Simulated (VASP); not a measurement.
Input of a VASP 6.6.1 run:

Contents of INCAR:

```
SYSTEM = LaIr5
PREC = Accurate ; ENCUT = 560
EDIFF = 1E-6 ; ISMEAR = -1
SIGMA = 0.1 ; LREAL = .False.
LASPH = .True. ; NELM = 200
ALGO = Normal ; ISIF = 2
LWAVE = .False. ; LCHARG = .False.
GGA = CA ; NBANDS = 57
GGA_COMPAT = .False. ; LMAXMIX = 6
```

The input KPOINTS:

```
Automatic mesh
0
Gamma
  5 5 6
  0 0 0
```

The input POSCAR:

```
LaIr5
1.0
    5.4324473787      0.0000000000      0.0000000000
   -2.7162236894      4.7046376371      0.0000000000
    0.0000000000      0.0000000000      4.2501208554
La Ir
1 5
Direct
    0.0000000000      0.0000000000      0.0000000000
    0.5000000000      0.0000000000      0.5000000000
    0.5000000000      0.5000000000      0.5000000000
    0.0000000000      0.5000000000      0.5000000000
    0.3333333333      0.6666666667      0.0000000000
    0.6666666667      0.3333333333      0.0000000000
```

Potentials or basis: VASP PAW LDA potentials, release 64 (La, Ir_sv_GW).

Run with:

```console
$ cat potpaw_LDA.64/La/POTCAR potpaw_LDA.64/Ir_sv_GW/POTCAR > POTCAR
$ mpirun -np 1 vasp_std > vasp.out
```

Q: Predict the band gap on the k mesh.

A: Zero (bands 48 and 49 overlap by 1.07 eV).

Q: What does it give for the pressure?

A: -11.3 GPa.

Stress tensor (GPa, compression positive):
```
-13.14   0.00   0.00
  0.00 -13.14   0.00
  0.00   0.00  -7.54
```

Caveat: the stress differs along the axes, from -13 to -8 GPa; spin-orbit coupling is left out, which moves the levels of the heavy elements.
